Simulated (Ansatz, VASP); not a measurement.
NaF in VASP and in Ansatz

```
Na F
1.0
     0.00000    2.32000    2.32000
     2.32000    0.00000    2.32000
     2.32000    2.32000    0.00000
Na F
1 1
Cartesian
  0.0000 0.0000 0.0000
  2.3200 2.3200 2.3200
```

Alike in both runs: functional PBEsol; k mesh 10 × 10 × 10; occupations fermi-dirac, width 0.05 eV; no spin polarisation.

|  | VASP | Ansatz |
| --- | --- | --- |
| version | VASP 6.6.1 | Ansatz 0.2.0 |
| potentials or method | VASP PAW PBE potentials, release 64 (Na_pv, F), cutoff 520 eV | all-electron LAPW, scalar-relativistic |
| task | single point | band structure |

VASP gave:

```
gap on the k mesh at the Fermi level (eV) : 6.14
least direct gap on the mesh (eV)         : 6.14
pressure (GPa)                            : -0.4
```

Task: What did Ansatz give for the same quantities?

Result: gap on the k mesh at the Fermi level (eV): 6.15; least direct gap on the mesh (eV): 6.15; pressure (GPa): -0.3.

VASP's potentials were made for PBE, not for PBEsol. Ansatz ran all-electron here, and VASP with PAW potentials.
